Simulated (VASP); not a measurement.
A run of VASP 6.6.1:

File INCAR:

```
ALGO     = Normal         # electronic algorithm
EDIFF    = 1E-7           # SCF threshold, eV
EDIFFG   = -0.01          # ionic threshold
ENCUT    = 600            # plane-wave cutoff, eV
GGA      = PS             # functional
IBRION   = 2              # ionic algorithm
ISIF     = 3              # what is computed and relaxed
ISMEAR   = 0              # smearing method
IVDW     = 13             # dispersion correction
LASPH    = True           # aspherical terms in the spheres
LCHARG   = False          # write CHGCAR
LREAL    = False          # projectors in reciprocal space
LWAVE    = False          # write WAVECAR
NELM     = 100            # most SCF steps
NSW      = 60             # ionic steps
PREC     = Accurate       # precision mode
SIGMA    = 0.1            # smearing width, eV
```

The input KPOINTS:

```
k-points
0
Gamma
  10 10 8
```

File POSCAR:

```
HfB2
1.0
    3.1400000000      0.0000000000      0.0000000000
   -1.5700000000      2.7193197679      0.0000000000
    0.0000000000      0.0000000000      3.4800000000
Hf B
1 2
Direct
    0.0132700000      0.0072640000      0.0106540000
    0.6844150000      0.3654370000      0.5039440000
    0.3418620000      0.6743430000      0.5051640000
```

Potentials or basis: VASP PAW PBE potentials, release 64 (Hf_pv, B).

Command:

```bash
$ cat potpaw_PBE.64/Hf_pv/POTCAR potpaw_PBE.64/B/POTCAR > POTCAR
$ mpirun -np 1 vasp_std > vasp.out
```

Hardware: 1 thread of AMD EPYC 7R13, on a shared host.

Task: How long does it take, and how much memory?

Result: It took 22 min on 1 thread of AMD EPYC 7R13, with other jobs on the host, peak memory 0.3 GiB. Counts: scf iterations 56, k points 404, ion steps 6.
